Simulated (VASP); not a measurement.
Input of a VASP 6.6.1 run:

File INCAR:

```
PREC     = Accurate       # precision mode
ENCUT    = 520            # plane-wave cutoff, eV
EDIFF    = 1E-6           # SCF threshold, eV
ISMEAR   = 0              # smearing method
SIGMA    = 0.01           # smearing width, eV
LREAL    = False          # projectors in reciprocal space
LASPH    = True           # aspherical terms in the spheres
NELM     = 100            # most SCF steps
ALGO     = Normal         # electronic algorithm
ISIF     = 2              # what is computed and relaxed
LWAVE    = False          # write WAVECAR
LCHARG   = False          # write CHGCAR
GGA      = PE             # functional
NBANDS   = 17             # bands
```

KPOINTS

```
Automatic mesh
0
Gamma
  4 4 4
```

The input POSCAR:

```
PbSe
1.0
    0.0000000000      3.0887022205      3.0887022205
    3.0887022205      0.0000000000      3.0887022205
    3.0887022205      3.0887022205      0.0000000000
Pb Se
1 1
Direct
    0.0000000000      0.0000000000      0.0000000000
    0.5000000000      0.5000000000      0.5000000000
```

Potentials or basis: VASP PAW PBE potentials, release 64 (Pb_d, Se).

Run with:

```console
$ cat potpaw_PBE.64/Pb_d/POTCAR potpaw_PBE.64/Se/POTCAR > POTCAR
$ mpirun -np 1 vasp_std > vasp.out
```

(1) Predict the pressure.

(2) Estimate the band gap on the k mesh.

Answers

(1) 0.9 GPa.

(2) 0.38 eV.

Caveat: the k points lie up to 0.44 Å⁻¹ apart; spin-orbit coupling is left out, which moves the levels of the heavy elements.
